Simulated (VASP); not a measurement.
# Mo in VASP: a series of runs

Mo is run at these levels: LDA; tasks: single point, relaxation of the atoms.

Everything below comes from runs of VASP 6.6.1. Logs are shortened: lines on timing, memory, paths and dates and some standing lists are left out, and cuts for length are marked.

### 1 The cell of the first run

The cell holds a slab with vacuum, 5 atoms: a = 3.111 Å, b = 3.111 Å, c = 23.223 Å, α = 90.00°, β = 90.00°, γ = 90.00°.

### 2 Single point, LDA

The input, INCAR:

```
ALGO = Normal ; DIPOL = 0.5 0.5 0.498
EDIFF = 1E-6 ; ENCUT = 520
GGA = CA ; IDIPOL = 3
ISIF = 2 ; ISMEAR = 0
LASPH = True ; LCHARG = False
LDIPOL = True ; LREAL = False
LWAVE = False ; NBANDS = 43
NELM = 60 ; PREC = Accurate
SIGMA = 0.1
```

The input, KPOINTS:

```
k-points
0
Gamma
  9 9 1
```

The input, POSCAR:

```
Mo
1.0
    3.1113246204      0.0000000000      0.0000000000
    0.0000000000      3.1113246204      0.0000000000
    0.0000000000      0.0000000000     23.2226492409
Mo
5
Direct
    0.5000000000      0.5000000000      0.3660219776
    0.0000000000      0.0000000000      0.4330109888
    0.5000000000      0.5000000000      0.4982856221
    0.0000000000      0.0000000000      0.5678918548
    0.5000000000      0.5000000000      0.6268485149
```

Potentials or basis: VASP PAW LDA potentials, release 64 (Mo_sv).

The run is started by

```bash
> cat potpaw_LDA.64/Mo_sv/POTCAR > POTCAR
> mpirun -np 1 vasp_std > vasp.out
```

OUTCAR:

```text
EDIFF = 1E-6
   ENCUT = 520
   GGA = CA
   ISIF = 2
   ISMEAR = 0
   LASPH = True
   LREAL = False
   NELM = 60
   PREC = Accurate

 ion  position               nearest neighbor table
   1  0.500  0.500  0.366-   2 2.69   2 2.69   2 2.69   2 2.69   3 3.07
   2  0.000  0.000  0.433-   3 2.67   3 2.67   3 2.67   3 2.67   1 2.69   1 2.69   1 2.69   1 2.69
                             4 3.13
   3  0.500  0.500  0.498-   2 2.67   2 2.67   2 2.67   2 2.67   4 2.73   4 2.73   4 2.73   4 2.73
                             5 2.99   1 3.07
   4  0.000  0.000  0.568-   5 2.59   5 2.59   5 2.59   5 2.59   3 2.73   3 2.73   3 2.73   3 2.73
                             2 3.13
   5  0.500  0.500  0.627-   4 2.59   4 2.59   4 2.59   4 2.59   3 2.99

  LATTYP: Found a simple tetragonal cell.
 ALAT       =     3.1113246204
 C/A-ratio  =     7.4639107371

  Lattice vectors:

 A1 = (   3.1113246204,   0.0000000000,   0.0000000000)
 A2 = (   0.0000000000,   3.1113246204,   0.0000000000)
 A3 = (   0.0000000000,   0.0000000000,  23.2226492409)

Analysis of symmetry for initial positions (statically):
=====================================================================
 Subroutine PRICEL returns:
 Original cell was already a primitive cell.

 Routine SETGRP: Setting up the symmetry group for a
 simple tetragonal supercell.

 Subroutine GETGRP returns: Found  8 space group operations
 (whereof  8 operations were pure point group operations)
 out of a pool of 16 trial point group operations.

The static configuration has the point symmetry C_4v.

Analysis of symmetry for dynamics (positions and initial velocities):
=====================================================================
 Subroutine PRICEL returns:
 Original cell was already a primitive cell.

 Routine SETGRP: Setting up the symmetry group for a
 simple tetragonal supercell.

 Subroutine GETGRP returns: Found  8 space group operations
 (whereof  8 operations were pure point group operations)
 out of a pool of 16 trial point group operations.

The dynamic configuration has the point symmetry C_4v.

 Subroutine INISYM returns: Found  8 space group operations
 (whereof  8 operations are pure point group operations),
 and found     1 'primitive' translations

----------------------------------------------------------------------------------------

                                     Primitive cell

  volume of cell :     224.8032

  direct lattice vectors                    reciprocal lattice vectors
     3.111324620  0.000000000  0.000000000     0.321406514  0.000000000  0.000000000
     0.000000000  3.111324620  0.000000000     0.000000000  0.321406514  0.000000000
     0.000000000  0.000000000 23.222649241     0.000000000  0.000000000  0.043061409

  length of vectors
     3.111324620  3.111324620 23.222649241     0.321406514  0.321406514  0.043061409

  position of ions in fractional coordinates (direct lattice)
     0.500000000  0.500000000  0.366021978
     0.000000000  0.000000000  0.433010989
     0.500000000  0.500000000  0.498285622
     0.000000000  0.000000000  0.567891855
     0.500000000  0.500000000  0.626848515

  ion indices of the primitive-cell ions
   primitive index   ion index
                 1           1
                 2           2
                 3           3
                 4           4
                 5           5

----------------------------------------------------------------------------------------

 KPOINTS: k-points

Automatic generation of k-mesh.
 Grid dimensions read from file:
 generate k-points for:    9    9    1

 Generating k-lattice:

  Cartesian coordinates                     Fractional coordinates (reciprocal lattice)
     0.035711835  0.000000000  0.000000000     0.111111111  0.000000000  0.000000000
     0.000000000  0.035711835  0.000000000     0.000000000  0.111111111  0.000000000
     0.000000000  0.000000000  0.043061409     0.000000000  0.000000000  1.000000000

  Length of vectors
     0.035711835  0.035711835  0.043061409

  Shift w.r.t. Gamma in fractional coordinates (k-lattice)
     0.000000000  0.000000000  0.000000000

 Subroutine IBZKPT returns following result:
 ===========================================

 Found     15 irreducible k-points:

 Following reciprocal coordinates:
            Coordinates               Weight
  0.000000  0.000000  0.000000      1.000000
  0.111111  0.000000  0.000000      4.000000
  0.222222  0.000000  0.000000      4.000000
  0.333333  0.000000  0.000000      4.000000
  0.444444  0.000000  0.000000      4.000000
  0.111111  0.111111  0.000000      4.000000
  0.222222  0.111111  0.000000      8.000000
  0.333333  0.111111  0.000000      8.000000
  0.444444  0.111111  0.000000      8.000000
  0.222222  0.222222  0.000000      4.000000
  0.333333  0.222222  0.000000      8.000000
  0.444444  0.222222  0.000000      8.000000
  0.333333  0.333333  0.000000      4.000000
  0.444444  0.333333  0.000000      8.000000
  0.444444  0.444444  0.000000      4.000000
   k-points           NKPTS =     15   k-points in BZ     NKDIM =     15   number of bands    NBANDS=     43
   number of dos      NEDOS =    301   number of ions     NIONS =      5
   total plane-waves  NPLWV = 103680
   dimension x,y,z NGX =    24 NGY =   24 NGZ =  180
   dimension x,y,z NGXF=    48 NGYF=   48 NGZF=  360
   ions per type =               5
   NGX,Y,Z   is equivalent  to a cutoff of  12.82, 12.82, 12.89 a.u.
   NGXF,Y,Z  is equivalent  to a cutoff of  25.65, 25.65, 25.77 a.u.
 SYSTEM =  unknown system
   PREC   = accura    normal or accurate (medium, high low for compatibility)
   ISTART =      0    job   : 0-new  1-cont  2-samecut
   ICHARG =      2    charge: 1-file 2-atom 10-const
   ISPIN  =      1    spin polarized calculation?
   LNONCOLLINEAR =      F non collinear calculations
   LSORBIT =      F    spin-orbit coupling
   LASPH  =      T    aspherical Exc in radial PAW
   ENCUT  =  520.0 eV  38.22 Ry    6.18 a.u.   5.79  5.79 43.18*2*pi/ulx,y,z
   NELM   =     60;   NELMIN=  2; NELMDL= -5     # of ELM steps
   EDIFF  = 0.1E-05   stopping-criterion for ELM
   LREAL  =      F    real-space projection
   EDIFFG = 0.1E-04   stopping-criterion for IOM
   NSW    =      0    number of steps for IOM
   IBRION =     -1    ionic relax: 0-MD 1-quasi-New 2-CG
   NFREE  =      0    steps in history (QN), initial steepest desc. (CG)
   ISIF   =      2    stress and relaxation
   ISYM   =      2    0-nonsym 1-usesym 2-fastsym
   POTIM  = 0.5000    time-step for ionic-motion
   TEBEG  =    0.0;   TEEND  =   0.0 temperature during run
   PSTRESS=    0.0 pullay stress
   NELECT =      70.0000    total number of electrons
   NUPDOWN=      -1.0000    fix difference up-down
   EMIN   =  10.00;   EMAX   =-10.00  energy-range for DOS
   EFERMI =   0.00;   METHOD = LEGACY
   ISMEAR =     0;   SIGMA  =   0.10  broadening in eV -4-tet -1-fermi 0-gaus
   EFERMI_NEDOS =   21; number of points for ismear=-14 and -15
   IALGO  =     38    algorithm
   IMIX   =      4    mixing-type and parameters
     AMIX     =   0.40;   BMIX     =  1.00
     AMIX_MAG =   1.60;   BMIX_MAG =  1.00
  volume/ion in A,a.u.               =      44.96       303.41
  Fermi-wavevector in a.u.,A,eV,Ry     =   1.109618  2.096873 16.752193  1.231251
  Thomas-Fermi vector in A             =   2.246159
   LORBIT       =      0    0 simple, 1 ext, 2 COOP (PROOUT), +10 PAW based schemes
   GGA     = CA    functional components
   LHFCALC =     F    Hartree Fock is set to
   AEXX    =    0.0000 exact exchange contribution
   IVDW    =     0    specifies the selected vdW correction
   LEPSILON=     F    determine dielectric tensor
   LRPA    =     F    only Hartree local field effects (RPA)
 non-spin polarized calculation
 Gauss-broadening in eV      SIGMA  =   0.10
  energy-cutoff  :      520.00
  volume of cell :      224.80
 maximum number of plane-waves:      6078
 NGX is ok and might be reduce to    24
   NGX = 11   NGY = 11   NGZ = 87

 dipolmoment           0.000000      0.000000      0.013856 electrons x Angstroem

 number of electron      69.9999992 magnetization

 dipolmoment           0.000000      0.000000     -0.006625 electrons x Angstroem

 Free energy of the ion-electron system (eV)
  ---------------------------------------------------
  ext. energy  EPLUGINS =         0.00000000
  ---------------------------------------------------
  free energy    TOTEN  =       -56.01771033 eV

  energy without entropy =      -55.98035349  energy(sigma->0) =      -55.99903191

 E-fermi :   1.5685     XC(G=0):  -5.6747

 val. band max:        1.5326373567   @ k =   0.3333   0.1111   0.0000
 cond. band min:       1.5812421431   @ k =   0.2222   0.2222   0.0000
 fundamental gap:      0.0486047864
 Fermi energy:         1.5684724807

 k-point     1 :       0.0000    0.0000    0.0000
  band No.  band energies     occupation
      1     -59.3060      2.00000
      2     -59.0780      2.00000
      3     -58.9742      2.00000
      4     -58.7776      2.00000
      5     -58.6258      2.00000
      6     -33.7768      2.00000
[... 35 lines left out ...]
     42       2.9795      0.00000
     43       2.9795      0.00000

 k-point     2 :       0.1111    0.0000    0.0000
  band No.  band energies     occupation
      1     -59.2911      2.00000
      2     -59.0656      2.00000
      3     -58.9713      2.00000
      4     -58.7848      2.00000
      5     -58.6352      2.00000
      6     -33.8315      2.00000
[... 35 lines left out ...]
     42       3.1743      0.00000
     43       3.4769      0.00000

 k-point     3 :       0.2222    0.0000    0.0000
  band No.  band energies     occupation
      1     -59.2505      2.00000
      2     -59.0313      2.00000
      3     -58.9640      2.00000
      4     -58.8055      2.00000
      5     -58.6617      2.00000
      6     -33.9679      2.00000
[... 35 lines left out ...]
     42       2.8128      0.00000
     43       3.6755      0.00000

 k-point     4 :       0.3333    0.0000    0.0000
  band No.  band energies     occupation
      1     -59.1971      2.00000
      2     -58.9864      2.00000
      3     -58.9549      2.00000
      4     -58.8356      2.00000
      5     -58.6995      2.00000
      6     -34.1026      2.00000
[... 449 lines left out ...]
     42       3.6654      0.00000
     43       3.8938      0.00000

 k-point    14 :       0.4444    0.3333    0.0000
  band No.  band energies     occupation
      1     -59.1311      2.00000
      2     -58.9421      2.00000
      3     -58.9120      2.00000
      4     -58.8477      2.00000
      5     -58.7179      2.00000
      6     -34.1061      2.00000
[... 35 lines left out ...]
     42       3.7989      0.00000
     43       4.0592      0.00000

 k-point    15 :       0.4444    0.4444    0.0000
  band No.  band energies     occupation
      1     -59.1241      2.00000
      2     -58.9361      2.00000
      3     -58.9049      2.00000
      4     -58.8436      2.00000
      5     -58.7136      2.00000
      6     -34.1743      2.00000
[... 35 lines left out ...]
     42       3.9855      0.00000
     43       4.1579      0.00000

------------------------ aborting loop because EDIFF is reached ----------------------------------------

 vacuum level on the upper side and lower side of the slab       (xc-potential included)        -0.068         0.044

  FORCE on cell =-STRESS in cart. coord.  units (eV):
  Direction    XX          YY          ZZ          XY          YZ          ZX
  --------------------------------------------------------------------------------------
  -------------------------------------------------------------------------------------
  Total       -5.8070953     -5.8070953     -1.2644153      0.0000000      0.0000000      0.0000000
  in kB      -41.3873026    -41.3873026     -9.0115174      0.0000000      0.0000000      0.0000000
  external PRESSURE =     -30.5953742 kB  Pullay stress =       0.0000000 kB

 VOLUME and BASIS-vectors are now :
 -----------------------------------------------------------------------------
  energy-cutoff  :      520.00
  volume of cell :      224.80
      direct lattice vectors                 reciprocal lattice vectors
     3.111324620  0.000000000  0.000000000     0.321406514  0.000000000  0.000000000
     0.000000000  3.111324620  0.000000000     0.000000000  0.321406514  0.000000000
     0.000000000  0.000000000 23.222649241     0.000000000  0.000000000  0.043061409

 POSITION                                       TOTAL-FORCE (eV/Angst)
 -----------------------------------------------------------------------------------
      1.55566      1.55566      8.50000        -0.000000      0.000000      1.021611
      0.00000      0.00000     10.05566         0.000000     -0.000000     -1.100476
      1.55566      1.55566     11.57151        -0.000000      0.000000      0.007620
      0.00000      0.00000     13.18795        -0.000000      0.000000     -0.020130
      1.55566      1.55566     14.55708        -0.000000     -0.000000      0.091375
 -----------------------------------------------------------------------------------
    total drift:                                0.000000     -0.000000      0.000325

  FREE ENERGIE OF THE ION-ELECTRON SYSTEM (eV)
  ---------------------------------------------------
  free  energy   TOTEN  =       -56.0177103286 eV

  energy  without entropy=      -55.9803534877  energy(sigma->0) =      -55.99903191

 vacuum level on the upper side and lower side of the slab         5.823         5.947
```

Run time: 11 min. Hardware: 1 thread of Intel Xeon 8259CL, shared host; peak memory 0.3 GiB.

What came out:

| Item | Value |
| --- | --- |
| Free energy | -56.0177 eV |
| Largest force | 1.100 eV/Å |
| Band gap on the k mesh | zero (bands 35 and 36 overlap by 1.68 eV) |

Forces in eV/Å, atoms in the order of the input:
```
Mo   0.000  0.000  1.022
Mo   0.000  0.000 -1.100
Mo   0.000  0.000  0.008
Mo   0.000  0.000 -0.020
Mo   0.000  0.000  0.091
```

### 3 Relaxation of the atoms, LDA

The input, INCAR:

```
SYSTEM = Mo
ALGO     = Fast           ! electronic algorithm
DIPOL    = 0.5 0.5 0.500
EDIFF    = 1E-6           ! SCF threshold, eV
EDIFFG   = -0.03          ! ionic threshold
ENCUT    = 520            ! plane-wave cutoff, eV
IBRION   = 2              ! ionic algorithm
IDIPOL   = 3            
ISIF     = 2              ! what is computed and relaxed
ISMEAR   = 0              ! smearing method
LASPH    = .True.         ! aspherical terms in the spheres
LCHARG   = .False.        ! write CHGCAR
LDIPOL   = .True.       
LREAL    = .False.        ! projectors in reciprocal space
LWAVE    = .False.        ! write WAVECAR
NELM     = 80             ! most SCF steps
NSW      = 90             ! ionic steps
PREC     = Accurate       ! precision mode
SIGMA    = 0.1            ! smearing width, eV
```

The input, KPOINTS:

```
k-points
0
Gamma
  9 9 1
  0 0 0
```

The input, POSCAR:

```
Mo
1.0
    3.1113246204      0.0000000000      0.0000000000
    0.0000000000      3.1113246204      0.0000000000
    0.0000000000      0.0000000000     23.2226492409
Mo
5
Selective dynamics
Direct
    0.5000000000      0.5000000000      0.3660219776  F F F
    0.0000000000      0.0000000000      0.4330109888  F F F
    0.5000000000      0.5000000000      0.5000000000  T T T
    0.0000000000      0.0000000000      0.5669890112  T T T
    0.5000000000      0.5000000000      0.6339780224  T T T
```

Potentials or basis: VASP PAW LDA potentials, release 64 (Mo_sv).

The run is started by

```bash
> cat potpaw_LDA.64/Mo_sv/POTCAR > POTCAR
> mpirun -np 1 vasp_std > vasp.out
```

OUTCAR:

```text
SYSTEM = Mo
   EDIFF = 1E-6
   EDIFFG = -0.03
   ENCUT = 520
   IBRION = 2
   ISIF = 2
   ISMEAR = 0
   LASPH = .True.
   LREAL = .False.
   NELM = 80
   NSW = 90
   PREC = Accurate

 ion  position               nearest neighbor table
   1  0.500  0.500  0.366-   2 2.69   2 2.69   2 2.69   2 2.69   3 3.11
   2  0.000  0.000  0.433-   1 2.69   3 2.69   1 2.69   3 2.69   1 2.69   3 2.69   1 2.69   3 2.69
                             4 3.11
   3  0.500  0.500  0.500-   2 2.69   4 2.69   2 2.69   4 2.69   2 2.69   4 2.69   2 2.69   4 2.69
                             1 3.11   5 3.11
   4  0.000  0.000  0.567-   3 2.69   5 2.69   3 2.69   5 2.69   3 2.69   5 2.69   3 2.69   5 2.69
                             2 3.11
   5  0.500  0.500  0.634-   4 2.69   4 2.69   4 2.69   4 2.69   3 3.11

  LATTYP: Found a simple tetragonal cell.
 ALAT       =     3.1113246204
[... 523 lines left out ...]
 E-fermi :   1.5700     XC(G=0):  -5.6968

 val. band max:        1.5346566305   @ k =   0.3333   0.1111   0.0000
 cond. band min:       1.5790958114   @ k =   0.2222   0.2222   0.0000
 fundamental gap:      0.0444391809
 Fermi energy:         1.5700106422

 k-point     1 :       0.0000    0.0000    0.0000
  band No.  band energies     occupation
      1     -59.3043      2.00000
      2     -59.0770      2.00000
      3     -58.9748      2.00000
      4     -58.7768      2.00000
      5     -58.6323      2.00000
      6     -33.7768      2.00000
[... 664 lines left out ...]
     41       3.9735      0.00000
     42       3.9897      0.00000

------------------------ aborting loop because EDIFF is reached ----------------------------------------

 vacuum level on the upper side and lower side of the slab       (xc-potential included)        -0.209        -0.079

  FORCE on cell =-STRESS in cart. coord.  units (eV):
  Direction    XX          YY          ZZ          XY          YZ          ZX
  --------------------------------------------------------------------------------------
  -------------------------------------------------------------------------------------
  Total       -6.0088128     -6.0088128     -1.6904981      0.0000000      0.0000000      0.0000000
  in kB      -42.8249481    -42.8249481    -12.0482188      0.0000000      0.0000000      0.0000000
  external PRESSURE =     -32.5660383 kB  Pullay stress =       0.0000000 kB
[... 20 lines left out ...]
  FREE ENERGIE OF THE ION-ELECTRON SYSTEM (eV)
  ---------------------------------------------------
  free  energy   TOTEN  =       -56.0183036343 eV

  energy  without entropy=      -55.9809127184  energy(sigma->0) =      -55.99960818

 reached required accuracy - stopping structural energy minimisation

 vacuum level on the upper side and lower side of the slab         5.690         5.822
```

CONTCAR:

```text
Mo
   1.00000000000000
     3.1113246204000000    0.0000000000000000    0.0000000000000000
     0.0000000000000000    3.1113246204000000    0.0000000000000000
     0.0000000000000000    0.0000000000000000   23.2226492409000009
  Mo
     5
Selective dynamics
Direct
     0.5000000000000000    0.5000000000000000    0.3660219775999991   F   F   F
     0.0000000000000000    0.0000000000000000    0.4330109887999996   F   F   F
     0.5000000000000000    0.5000000000000000    0.4985574593872666   T   T   T
     0.0000000000000000    0.0000000000000000    0.5682290495094177   T   T   T
     0.5000000000000000    0.5000000000000000    0.6274975436041360   T   T   T

  0.00000000E+00  0.00000000E+00  0.00000000E+00
  0.00000000E+00  0.00000000E+00  0.00000000E+00
  0.00000000E+00  0.00000000E+00  0.00000000E+00
  0.00000000E+00  0.00000000E+00  0.00000000E+00
  0.00000000E+00  0.00000000E+00  0.00000000E+00
```

Wall time 21 min (1 thread of Oxide Virtual Turin-like, shared host); peak memory 0.26 GiB.

Results:

```yaml
Free_energy: -56.0183 eV
Energy_gained_by_relaxing: 28.5 meV/atom
Ionic_steps: 9
Band_gap_on_the_k_mesh: zero (bands 35 and 36 overlap by 1.69 eV)
```

Step by step:
```csv
step,energy change (eV),largest force on free atoms (eV/Å),pressure (GPa)
1,0.0000,1.3820,-5.07
2,-0.1201,0.5973,-4.33
3,-0.1300,0.1914,-4.01
4,-0.1338,0.1701,-3.88
5,-0.1410,0.1052,-3.48
6,-0.1367,0.2145,-2.66
7,-0.1425,0.0573,-3.22
8,-0.1424,0.0715,-3.29
9,-0.1426,0.0060,-3.26
```

Final structure:
```
Mo
1.0
     3.11132    0.00000    0.00000
     0.00000    3.11132    0.00000
     0.00000    0.00000   23.22265
Mo
5
Direct
  0.50000 0.50000 0.36602
  0.00000 0.00000 0.43301
  0.50000 0.50000 0.49856
  0.00000 0.00000 0.56823
  0.50000 0.50000 0.62750
```
